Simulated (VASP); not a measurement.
Sc:

```
Sc
1.0
     3.30900    0.00000    0.00000
    -1.65450    2.86568    0.00000
     0.00000    0.00000    5.27330
Sc
2
Direct
  0.33333 0.66667 0.25000
  0.66667 0.33333 0.75000
```

```yaml
Program: VASP 6.6.1
Task: relaxation of cell and atoms
Functional: PBEsol
Potentials_or_basis: VASP PAW PBE potentials, release 64 (Sc_sv)
Cutoff: 600 eV
k_mesh: 14 × 14 × 8
Occupations: fermi-dirac, width 0.1 eV
Spin: no spin polarisation
```

At the start: pressure -2.6 GPa; volume 25.00 Å³/atom.

Task: Where does the relaxation end?

Result: Over 6 steps the energy falls by 12.3 meV/atom and the volume is 23.74 Å³/atom (-5.0 %); space group P6_3/mmc (No. 194, to 0.1 Å) before and after.

Step by step:
```csv
step,energy change (eV),largest force (eV/Å),pressure (GPa),volume (Å³)
1,0.0000,0.0000,-2.64,50.00
2,-0.0229,0.0000,0.53,47.07
3,-0.0234,0.0000,0.12,47.42
4,-0.0244,0.0000,0.06,47.45
5,-0.0246,0.0000,0.01,47.48
6,-0.0246,0.0000,0.01,47.48
```

Final structure:
```
Sc
1.0
     3.27651    0.00000    0.00000
    -1.63825    2.83754    0.00000
     0.00000    0.00000    5.10728
Sc
2
Direct
  0.33333 0.66667 0.25000
  0.66667 0.33333 0.75000
```

Caveat: the PAW data sets were made with another functional, which shifts forces and pressure a little.
